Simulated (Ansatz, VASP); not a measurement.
## Ir in VASP and in Ansatz

Contents of INCAR:

```
SYSTEM = Ir
PREC = Accurate ; ENCUT = 600
EDIFF = 1E-6 ; ISMEAR = -1
SIGMA = 0.1 ; LREAL = .False.
LASPH = .True. ; NELM = 60
ALGO = Normal ; ISIF = 3
LWAVE = .False. ; LCHARG = .False.
IBRION = 2 ; NSW = 80
EDIFFG = -0.01
```

KPOINTS

```
regular mesh
0
Gamma
  14 14 14
  0 0 0
```

The input POSCAR:

```
Ir
1.0
    0.0000000000      1.9197000000      1.9197000000
    1.9197000000      0.0000000000      1.9197000000
    1.9197000000      1.9197000000      0.0000000000
Ir
1
Direct
    0.0000000000      0.0000000000      0.0000000000
```

Input for Ansatz:

```yaml
crystal:
  lattice:
    - [0.0, 1.9197, 1.9197]
    - [1.9197, 0.0, 1.9197]
    - [1.9197, 1.9197, 0.0]
  atoms:
    - { symbol: Ir, position: [0.0, 0.0, 0.0] }
hamiltonian:
  xc: lda
  pseudopotentials:
    kind: paw
    azcp:
      Ir: "pseudopotentials/Ir.paw.azcp"
basis:
  ecutwfc: 420
  fft_grid_basis: typed
kpoints:
  mp_grid: { grid: [14, 14, 14], shift: [0, 0, 0] }
magnetization:
  spin_polarized: false
scf:
  occupations: { method: fermi_dirac, width: 0.1 }
relax:
  max_steps: 60
  f_tol: 0.01
  cell: {}
```

Alike in both runs: task relaxation of cell and atoms; functional LDA; k mesh 14 × 14 × 14; occupations fermi-dirac, width 0.1 eV; no spin polarisation.

|  | VASP | Ansatz |
| --- | --- | --- |
| version | VASP 6.6.1 | Ansatz 0.2.0 |
| potentials or method | VASP PAW LDA potentials, release 64 (Ir), cutoff 600 eV | plane waves (420 eV) with PAW, scalar-relativistic |
| valence electrons in the cell | 9 | 17 |

```tsv
	VASP	Ansatz	Ansatz less VASP
relaxed volume (Å³/atom)	13.94	13.85	-0.093
relaxed cell length with the largest relative difference (Å)	2.702	2.696	-0.0060
```

Ansatz warns that its potentials were made for another functional, while VASP's fit it. LDA's correlation is that of Perdew and Zunger in VASP and of Perdew and Wang (1992) in Ansatz. VASP's potentials hold 9 valence electrons a cell and Ansatz's 17, so a difference there can come from the potentials and not from the codes.

Neither program's run includes spin-orbit coupling.
